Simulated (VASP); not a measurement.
The system is Ga7As.

```
Ga As
1.0
     6.47205    0.00000    0.00000
    -3.23602    5.60496    0.00000
     0.00000    0.00000    5.15867
Ga As
7 1
Direct
  0.49963 0.99926 0.00000
  0.49963 0.50037 0.00000
  0.00074 0.50037 0.00000
  0.33925 0.16963 0.50000
  0.83037 0.16963 0.50000
  0.83037 0.66075 0.50000
  0.33333 0.66667 0.50000
  0.00000 0.00000 0.00000
```

- Program: VASP 6.6.1
- Task: relaxation of cell and atoms
- Functional: PBE
- Potentials or basis: VASP PAW PBE potentials, release 64 (Ga_d, As)
- Cutoff: 600 eV
- k mesh: 3 × 3 × 3
- Occupations: gaussian, width 0.2 eV
- Spin: no spin polarisation

At the start: pressure -5.4 GPa; volume 23.39 Å³/atom.

**Question.** Where does the relaxation end?

**Answer.** Over 6 steps the energy falls by 82.3 meV/atom and the volume is 19.42 Å³/atom (-17.0 %); space group P-6m2 (No. 187, to 0.05 Å).

The path:
| step | energy change (eV) | largest force (eV/Å) | pressure (GPa) | volume (Å³) |
| --- | --- | --- | --- | --- |
| 1 | 0.0000 | 0.1403 | -5.43 | 187.13 |
| 2 | -0.5465 | 0.1939 | -2.51 | 166.47 |
| 3 | -0.6313 | 0.2148 | -0.03 | 156.68 |
| 4 | -0.6455 | 0.1731 | -0.01 | 156.26 |
| 5 | -0.6577 | 0.0887 | 0.13 | 155.54 |
| 6 | -0.6582 | 0.0641 | 0.15 | 155.35 |

Final structure:
```yaml
crystal:
  lattice:
    - [6.08752, 0.00000, 0.00000]
    - [-3.04376, 5.27195, 0.00000]
    - [0.00000, 0.00000, 4.84048]
  atoms:
    - { symbol: Ga, position: [0.49526, 0.99053, 0.00000] }
    - { symbol: Ga, position: [0.49526, 0.50474, 0.00000] }
    - { symbol: Ga, position: [0.00947, 0.50474, 0.00000] }
    - { symbol: Ga, position: [0.34589, 0.17295, 0.50000] }
    - { symbol: Ga, position: [0.82705, 0.17295, 0.50000] }
    - { symbol: Ga, position: [0.82705, 0.65411, 0.50000] }
    - { symbol: Ga, position: [0.33333, 0.66667, 0.50000] }
    - { symbol: As, position: [0.00000, 0.00000, 0.00000] }
```

Caveat: the k points lie up to 0.43 Å⁻¹ apart in the final cell; the volume moved by over 15 % at a fixed basis, so the end points are rough; the relaxation stopped at a loose force limit of 0.08 eV/Å, so its end isn't a converged minimum.
